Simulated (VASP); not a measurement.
A run of VASP 6.6.1:

Contents of POSCAR:

```
MoS2
1.0
    1.5671053532      0.9047686975      5.9545186242
   -1.5671053532      0.9047686975      5.9545186242
    0.0000000000     -1.8095373950      5.9545186242
Mo S
1 2
Direct
    0.0000000000      0.0000000000      0.0000000000
    0.7563756260      0.7563756260      0.7563756260
    0.2436243740      0.2436243740      0.2436243740
```

Contents of INCAR.step1:

```
SYSTEM = MoS2
PREC = Accurate ; ENCUT = 520
EDIFF = 1E-7 ; ISMEAR = 0
SIGMA = 0.1 ; LREAL = .False.
LASPH = .True. ; NELM = 100
ALGO = Normal ; ISIF = 2
LWAVE = .False. ; LCHARG = .True.
LMAXMIX = 4 ; GGA = PE
IVDW = 12 ; NBANDS = 20
```

The input KPOINTS.step1:

```
Automatic mesh
0
Gamma
  15 15 15
  0 0 0
```

Contents of INCAR.step2:

```
SYSTEM = MoS2
PREC = Accurate ; ENCUT = 520
EDIFF = 1E-7 ; ISMEAR = -5
SIGMA = 0.1 ; LREAL = .False.
LASPH = .True. ; NELM = 100
ALGO = Normal ; ISIF = 2
LWAVE = .False. ; LCHARG = .False.
LMAXMIX = 4 ; GGA = PE
IVDW = 12 ; LORBIT = 11
NEDOS = 1001 ; ICHARG = 11
```

Contents of KPOINTS.step2:

```
Automatic mesh
0
Gamma
  23 23 23
  0 0 0
```

Potentials or basis: VASP PAW PBE potentials, release 64 (Mo_sv, S).

Command:

```sh
$ cat potpaw_PBE.64/Mo_sv/POTCAR potpaw_PBE.64/S/POTCAR > POTCAR
$ cp INCAR.step1 INCAR
$ cp KPOINTS.step1 KPOINTS
$ mpirun -np 1 vasp_std > vasp.out
$ cp INCAR.step2 INCAR
$ cp KPOINTS.step2 KPOINTS
$ mpirun -np 1 vasp_std > vasp.out
```

Hardware: 1 thread of AMD EPYC 9R45 96-Core Processor (Zen 5), on a shared host.

Estimate the wall time of this run.

Wall time 24 min on 1 thread of AMD EPYC 9R45 96-Core Processor (Zen 5), on a shared host, peak memory 1.1 GiB. Counts: k points 1156.
